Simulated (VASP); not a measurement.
A run of VASP 6.6.1:

INCAR

```
ALGO     = Normal         # electronic algorithm
EDIFF    = 1E-7           # SCF threshold, eV
ENCUT    = 520            # plane-wave cutoff, eV
GGA      = PE             # functional
ISIF     = 2              # what is computed and relaxed
ISMEAR   = 0              # smearing method
KPAR     = 4            
LASPH    = True           # aspherical terms in the spheres
LCHARG   = False          # write CHGCAR
LREAL    = False          # projectors in reciprocal space
LWAVE    = False          # write WAVECAR
NBANDS   = 64             # bands
NELM     = 60             # most SCF steps
PREC     = Accurate       # precision mode
SIGMA    = 0.05           # smearing width, eV
```

File KPOINTS:

```
k-points
0
Gamma
  12 12 1
```

File POSCAR:

```
WSe2
1.0
    3.3206779314      0.0000000000      0.0000000000
   -1.6603389657      2.8757914463      0.0000000000
    0.0000000000      0.0000000000     38.7701078913
W Se
4 8
Direct
    0.6666666667      0.3333333333      0.9017078408
    0.6666666667      0.3333333333      0.2946354236
    0.3333333333      0.6666666667      0.7053645764
    0.3333333333      0.6666666667      0.0982921592
    0.3202511239      0.6601255619      0.9441463242
    0.3202511239      0.6601255619      0.3370690188
    0.6535844572      0.3267922286      0.7478037567
    0.6535844572      0.3267922286      0.1407307034
    0.3202511239      0.6601255619      0.8575703910
    0.3202511239      0.6601255619      0.2504973377
    0.6535844572      0.3267922286      0.6612320756
    0.6535844572      0.3267922286      0.0541547702
```

Potentials or basis: VASP PAW PBE potentials, release 64 (W_sv, Se).

The run is started by

```console
$ cat potpaw_PBE.64/W_sv/POTCAR potpaw_PBE.64/Se/POTCAR > POTCAR
$ mpirun -np 4 vasp_std > vasp.out
```

Hardware: 4 MPI ranks on Oxide Virtual Turin-like Processor, with other jobs on the host.

Problem. How long does it take, and how much memory?

Solution. It took 17 min on 4 MPI ranks on Oxide Virtual Turin-like Processor, with other jobs on the host, peak memory 0.99 GiB a rank. Counts: scf iterations 25, k points 43.
